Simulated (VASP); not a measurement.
# P4C: single point with PBE

Crystal: P4C.

```
CELL_PARAMETERS angstrom
4.04093 0.00000 0.00000
0.00000 4.04093 0.00000
0.00000 0.00000 4.04093
ATOMIC_POSITIONS crystal
P 0.50000 0.00000 0.00000
P 0.00000 0.50000 0.00000
P 0.00000 0.00000 0.50000
P 0.50000 0.50000 0.50000
C 0.00000 0.00000 0.00000
```

The cell was built from a structure type or drawn by symmetry, and may not be a known phase.

- Program: VASP 6.6.1
- Task: single point
- Functional: PBE
- Potentials or basis: VASP PAW PBE potentials, release 64 (P, C)
- Cutoff: 520 eV
- k mesh: 10 × 10 × 10
- Occupations: gaussian, width 0.1 eV
- Spin: no spin polarisation

```
Pressure               : -0.2 GPa
Band gap on the k mesh : zero (bands 12 and 13 overlap by 3.55 eV)
```

Levels at points of the mesh, in eV from the Fermi level:
| k point | band 9 | band 10 | band 11 | band 12 | band 13 | band 14 | band 15 | band 16 |
| --- | --- | --- | --- | --- | --- | --- | --- | --- |
| (0.00, 0.00, 0.00) | -2.20 | -2.20 | -2.20 | 0.49 | 0.49 | 0.49 | 4.13 | 4.13 |
| (0.50, 0.00, 0.00) | -3.96 | -2.03 | 0.30 | 0.30 | 0.46 | 0.66 | 2.07 | 2.23 |
| (0.50, 0.50, 0.00) | -2.82 | -2.15 | -2.15 | -1.80 | 0.75 | 0.75 | 2.28 | 3.65 |
| (0.50, 0.50, 0.50) | 1.05 | 1.05 | 1.05 | 2.57 | 2.57 | 3.91 | 3.91 | 3.91 |

Run time: 26 s on 1 thread of Intel(R) Xeon(R) 6975P-C (Granite Rapids), on a shared host, peak memory 0.19 GiB.
